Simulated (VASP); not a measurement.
Here is a VASP 6.6.1 calculation.

INCAR

```
  PREC = Accurate
  ENCUT = 600
  EDIFF = 1E-6
  ISMEAR = 0
  SIGMA = 0.01
  LREAL = F
  LASPH = T
  NELM = 120
  ALGO = Normal
  ISIF = 2
  LWAVE = F
  LCHARG = T
  GGA = PE
  LELF = T
  LVHAR = T
  NBANDS = 11
  GGA_COMPAT = F
```

The input KPOINTS:

```
regular mesh
0
Gamma
  12 12 12
```

File POSCAR:

```
SiC
1.0
    0.0000000000      2.1447611017      2.1447611017
    2.1447611017      0.0000000000      2.1447611017
    2.1447611017      2.1447611017      0.0000000000
Si C
1 1
Direct
    0.0000000000      0.0000000000      0.0000000000
    0.7500000000      0.7500000000      0.7500000000
```

Potentials or basis: VASP PAW PBE potentials, release 64 (Si, C).

Run with:

```console
$ cat potpaw_PBE.64/Si/POTCAR potpaw_PBE.64/C/POTCAR > POTCAR
$ mpirun -np 1 vasp_std > vasp.out
```

Problem. Predict the pressure.

Solution. 14.8 GPa.

Problem. Predict the band gap on the k mesh.

Solution. 1.31 eV, indirect (least direct gap 4.59 eV).

A k mesh can miss the band edges. PBE gaps usually lie below the measured ones, often by a third to a half.
